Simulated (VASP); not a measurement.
# Se (P3_121) in VASP: single point with PBE+D3(BJ)

Aim: the single point of Se with PBE+D3(BJ).

All numbers are computed with VASP 6.6.1; they aren't measurements. Logs are shortened: lines on timing, memory, paths and dates and some standing lists are left out, and cuts for length are marked.

## (1) The cell of the first run

It takes space group P3_121 (No. 152, trigonal). Conventional cell: a = 4.366 Å, b = 4.366 Å, c = 4.954 Å, α = 90.00°, β = 90.00°, γ = 120.00°. Within 3.1 Å of Se (site symmetry 2) lie 2 Se at 2.37 Å.

## (2) Single point, PBE+D3(BJ)

Input file INCAR:

```
SYSTEM = Se
PREC = Accurate
ENCUT = 500
EDIFF = 1E-6
ISMEAR = 0
SIGMA = 0.1
LREAL = Auto
LASPH = .TRUE.
NELM = 120
ALGO = Normal
ISIF = 2
LWAVE = .FALSE.
LCHARG = .FALSE.
GGA = PE
IVDW = 12
ISYM = -1
NBANDS = 69
GGA_COMPAT = .FALSE.
```

Input file KPOINTS:

```
explicit points
4
Reciprocal
  0.25000000   0.25000000   0.25000000 2
  0.25000000   0.25000000   0.75000000 2
  0.25000000   0.75000000   0.25000000 2
  0.25000000   0.75000000   0.75000000 2
```

Input file POSCAR:

```
Se
1.0
    6.5492999234     -3.7812400737      0.0000000000
   -0.0000000001      7.5624801475      0.0000000000
    0.0000000000      0.0000000000      9.9072000000
Se
18
Direct
    0.1502666667      0.0751333333      0.1666666667
    0.1502666667      0.0751333333      0.6666666667
    0.8169333333      0.4084666667      0.1666666667
    0.8169333333      0.4084666667      0.6666666667
    0.4836000000      0.7418000000      0.1666666667
    0.4836000000      0.7418000000      0.6666666667
    0.9248666667      0.0751333333      0.3333333333
    0.9248666667      0.0751333333      0.8333333333
    0.5915333333      0.4084666667      0.3333333333
    0.5915333333      0.4084666667      0.8333333333
    0.2582000000      0.7418000000      0.3333333333
    0.2582000000      0.7418000000      0.8333333333
    0.2582000000      0.5164000000      0.0000000000
    0.2582000000      0.5164000000      0.5000000000
    0.9248666667      0.8497333333      0.0000000000
    0.9248666667      0.8497333333      0.5000000000
    0.5915333333      0.1830666667      0.0000000000
    0.5915333333      0.1830666667      0.5000000000
```

Potentials or basis: VASP PAW PBE potentials, release 64 (Se).

On the command line:

```bash
> cat potpaw_PBE.64/Se/POTCAR > POTCAR
> mpirun -np 1 vasp_std > vasp.out
```

OUTCAR:

```text
SYSTEM = Se
   PREC = Accurate
   ENCUT = 500
   EDIFF = 1E-6
   ISMEAR = 0
   LREAL = Auto
   LASPH = .TRUE.
   NELM = 120
   ISIF = 2
   GGA = PE
   IVDW = 12
   ISYM = -1
 IVDW          = 12

 ion  position               nearest neighbor table
   1  0.150  0.075  0.167-   7 2.37  15 2.37
   2  0.150  0.075  0.667-   8 2.37  16 2.37
   3  0.817  0.408  0.167-   9 2.37  17 2.37
   4  0.817  0.408  0.667-  10 2.37  18 2.37
   5  0.484  0.742  0.167-  11 2.37  13 2.37
   6  0.484  0.742  0.667-  12 2.37  14 2.37
[... 10 lines left out ...]
  17  0.592  0.183  0.000-   3 2.37  10 2.37
  18  0.592  0.183  0.500-   4 2.37   9 2.37

IMPORTANT INFORMATION: All symmetrisations will be switched off!
NOSYMM: (Re-)initialisation of all symmetry stuff for point group C_1.

----------------------------------------------------------------------------------------

                                     Primitive cell

  volume of cell :     490.6932

  direct lattice vectors                    reciprocal lattice vectors
     6.549299923 -3.781240074  0.000000000     0.152688075  0.000000000  0.000000000
    -0.000000000  7.562480147  0.000000000     0.076344038  0.132231752  0.000000000
     0.000000000  0.000000000  9.907200000     0.000000000  0.000000000  0.100936693

  length of vectors
     7.562480148  7.562480147  9.907200000     0.152688075  0.152688075  0.100936693

  position of ions in fractional coordinates (direct lattice)
     0.150266667  0.075133333  0.166666667
     0.150266667  0.075133333  0.666666667
     0.816933333  0.408466667  0.166666667
     0.816933333  0.408466667  0.666666667
     0.483600000  0.741800000  0.166666667
     0.483600000  0.741800000  0.666666667
[... 10 lines left out ...]
     0.591533333  0.183066667  0.000000000
     0.591533333  0.183066667  0.500000000

  ion indices of the primitive-cell ions
   primitive index   ion index
                 1           1
                 2           2
                 3           3
                 4           4
                 5           5
                 6           6
[... 10 lines left out ...]
                17          17
                18          18

----------------------------------------------------------------------------------------

 KPOINTS: explicit points

Read explicit list of k-points.

 Found      4 k-points:

 Following reciprocal coordinates:
            Coordinates               Weight
  0.250000  0.250000  0.250000      0.250000
  0.250000  0.250000  0.750000      0.250000
  0.250000  0.750000  0.250000      0.250000
  0.250000  0.750000  0.750000      0.250000
   k-points           NKPTS =      4   k-points in BZ     NKDIM =      4   number of bands    NBANDS=     69
   number of dos      NEDOS =    301   number of ions     NIONS =     18
   total plane-waves  NPLWV = 225792
   dimension x,y,z NGX =    56 NGY =   56 NGZ =   72
   dimension x,y,z NGXF=   112 NGYF=  112 NGZF=  144
   ions per type =              18
   NGX,Y,Z   is equivalent  to a cutoff of  12.31, 12.31, 12.08 a.u.
   NGXF,Y,Z  is equivalent  to a cutoff of  24.62, 24.62, 24.16 a.u.
 SYSTEM =  Se
   PREC   = accura    normal or accurate (medium, high low for compatibility)
   ISTART =      0    job   : 0-new  1-cont  2-samecut
   ICHARG =      2    charge: 1-file 2-atom 10-const
   ISPIN  =      1    spin polarized calculation?
   LNONCOLLINEAR =      F non collinear calculations
   LSORBIT =      F    spin-orbit coupling
   LASPH  =      T    aspherical Exc in radial PAW
   ENCUT  =  500.0 eV  36.75 Ry    6.06 a.u.  13.79 13.79 18.06*2*pi/ulx,y,z
   NELM   =    120;   NELMIN=  2; NELMDL= -5     # of ELM steps
   EDIFF  = 0.1E-05   stopping-criterion for ELM
   LREAL  =      T    real-space projection
   EDIFFG = 0.1E-04   stopping-criterion for IOM
   NSW    =      0    number of steps for IOM
   IBRION =     -1    ionic relax: 0-MD 1-quasi-New 2-CG
   NFREE  =      0    steps in history (QN), initial steepest desc. (CG)
   ISIF   =      2    stress and relaxation
   ISYM   =     -1    0-nonsym 1-usesym 2-fastsym
   POTIM  = 0.5000    time-step for ionic-motion
   TEBEG  =    0.0;   TEEND  =   0.0 temperature during run
   PSTRESS=    0.0 pullay stress
   NELECT =     108.0000    total number of electrons
   NUPDOWN=      -1.0000    fix difference up-down
   EMIN   =  10.00;   EMAX   =-10.00  energy-range for DOS
   EFERMI =   0.00;   METHOD = LEGACY
   ISMEAR =     0;   SIGMA  =   0.10  broadening in eV -4-tet -1-fermi 0-gaus
   EFERMI_NEDOS =   21; number of points for ismear=-14 and -15
   IALGO  =     38    algorithm
   IMIX   =      4    mixing-type and parameters
     AMIX     =   0.40;   BMIX     =  1.00
     AMIX_MAG =   1.60;   BMIX_MAG =  1.00
  volume/ion in A,a.u.               =      27.26       183.96
  Fermi-wavevector in a.u.,A,eV,Ry     =   0.988430  1.867862 13.292817  0.976995
  Thomas-Fermi vector in A             =   2.119956
   LORBIT       =      0    0 simple, 1 ext, 2 COOP (PROOUT), +10 PAW based schemes
   GGA     = PE    functional components
   LHFCALC =     F    Hartree Fock is set to
   AEXX    =    0.0000 exact exchange contribution
   IVDW    =    12    specifies the selected vdW correction
   LEPSILON=     F    determine dielectric tensor
   LRPA    =     F    only Hartree local field effects (RPA)
 non-spin polarized calculation
 Gauss-broadening in eV      SIGMA  =   0.10
  energy-cutoff  :      500.00
  volume of cell :      490.69
 maximum number of plane-waves:     12457
 NGX is ok and might be reduce to    56
   NGX = 27   NGY = 27   NGZ = 37

 number of electron     108.0000015 magnetization

 Free energy of the ion-electron system (eV)
  ---------------------------------------------------
  ext. energy  EPLUGINS =         0.00000000
  ---------------------------------------------------
  free energy    TOTEN  =       -62.82557606 eV

  energy without entropy =      -62.82557606  energy(sigma->0) =      -62.82557606

 E-fermi :   3.0282     XC(G=0):  -8.8425

 val. band max:        2.5486813751   @ k =   0.2500   0.2500   0.2500
 cond. band min:       4.0886685444   @ k =   0.2500   0.7500   0.7500
 fundamental gap:      1.5399871693
 Fermi energy:         3.0282125249

 k-point     1 :       0.2500    0.2500    0.2500
  band No.  band energies     occupation
      1     -12.8852      2.00000
      2     -12.6973      2.00000
      3     -12.6973      2.00000
      4     -12.3198      2.00000
      5     -12.1545      2.00000
      6     -12.1545      2.00000
[... 58 lines left out ...]
     65       5.1298      0.00000
     66       5.1543      0.00000

 k-point     2 :       0.2500    0.2500    0.7500
  band No.  band energies     occupation
      1     -12.8838      2.00000
      2     -12.6955      2.00000
      3     -12.6955      2.00000
      4     -12.3248      2.00000
      5     -12.1611      2.00000
      6     -12.1610      2.00000
[... 58 lines left out ...]
     65       5.2133      0.00000
     66       5.2134      0.00000

 k-point     3 :       0.2500    0.7500    0.2500
  band No.  band energies     occupation
      1     -13.0216      2.00000
      2     -12.6298      2.00000
      3     -12.5958      2.00000
      4     -12.4442      2.00000
      5     -12.0985      2.00000
      6     -12.0700      2.00000
[... 58 lines left out ...]
     65       5.2340      0.00000
     66       5.3665      0.00000

 k-point     4 :       0.2500    0.7500    0.7500
  band No.  band energies     occupation
      1     -13.0216      2.00000
      2     -12.6298      2.00000
      3     -12.5958      2.00000
      4     -12.4442      2.00000
      5     -12.0985      2.00000
      6     -12.0700      2.00000
[... 58 lines left out ...]
     65       5.2340      0.00000
     66       5.3666      0.00000
 [bands above 66 left out]

------------------------ aborting loop because EDIFF is reached ----------------------------------------

 Edisp (eV)   -5.67790

 E8    (eV) :    -2.3355

  FORCE on cell =-STRESS in cart. coord.  units (eV):
  Direction    XX          YY          ZZ          XY          YZ          ZX
  --------------------------------------------------------------------------------------
  -------------------------------------------------------------------------------------
  Total       0.66650     0.73602     6.52369    -0.06027    -0.04997    -0.08664
  in kB       2.17620     2.40321    21.30069    -0.19678    -0.16316    -0.28289
  external pressure =        8.63 kB  Pullay stress =        0.00 kB

 VOLUME and BASIS-vectors are now :
 -----------------------------------------------------------------------------
  energy-cutoff  :      500.00
  volume of cell :      490.69
      direct lattice vectors                 reciprocal lattice vectors
     6.549299923 -3.781240074  0.000000000     0.152688075  0.000000000  0.000000000
    -0.000000000  7.562480147  0.000000000     0.076344038  0.132231752  0.000000000
     0.000000000  0.000000000  9.907200000     0.000000000  0.000000000  0.100936693

 POSITION                                       TOTAL-FORCE (eV/Angst)
 -----------------------------------------------------------------------------------
      0.98414     -0.00000      1.65120         0.452202      0.010150      0.008605
      0.98414     -0.00000      6.60480         0.452201      0.010149      0.008674
      5.35034      0.00000      1.65120         0.448804      0.010162      0.008643
      5.35034      0.00000      6.60480         0.448785      0.010134      0.008636
      3.16724      3.78124      1.65120         0.452072      0.010142      0.008617
      3.16724      3.78124      6.60480         0.452126      0.010159      0.008667
[... 10 lines left out ...]
      3.87413     -0.85229      0.00000        -0.233191     -0.383605     -0.008647
      3.87413     -0.85229      4.95360        -0.233185     -0.383565     -0.008643
 -----------------------------------------------------------------------------------
    total drift:                                0.000039     -0.000026      0.000007

  FREE ENERGIE OF THE ION-ELECTRON SYSTEM (eV)
  ---------------------------------------------------
  free  energy   TOTEN  =       -68.5034733407 eV

  energy  without entropy=      -68.5034733407  energy(sigma->0) =      -68.50347334
```

It took 3 min on 1 thread of Intel Xeon Platinum 8259CL at 2.50GHz (Skylake/Cascade Lake), shared host; peak memory 0.49 GiB.

Results:

```yaml
Free_energy: -68.5035 eV
Pressure: 0.9 GPa
Largest_force: 0.452 eV/Å
Band_gap_on_the_k_mesh: 1.54 eV
Dispersion_energy_per_atom: -0.315 eV
```

Forces on the atoms (eV/Å):
```
Se   0.452  0.010  0.009
Se   0.452  0.010  0.009
Se   0.449  0.010  0.009
Se   0.449  0.010  0.009
Se   0.452  0.010  0.009
Se   0.452  0.010  0.009
Se  -0.217  0.376  0.000
Se  -0.217  0.376  0.000
Se  -0.216  0.373  0.000
Se  -0.216  0.373  0.000
Se  -0.217  0.376  0.000
Se  -0.217  0.376  0.000
Se  -0.235 -0.386 -0.009
Se  -0.235 -0.386 -0.009
Se  -0.235 -0.386 -0.009
Se  -0.235 -0.387 -0.009
Se  -0.233 -0.384 -0.009
Se  -0.233 -0.384 -0.009
```

Stress tensor (GPa, compression positive):
```
 0.22 -0.02 -0.03
-0.02  0.24 -0.02
-0.03 -0.02  2.13
```

Caveat: a shifted mesh leaves out Γ, where band edges can lie. A k mesh can miss the band edges.
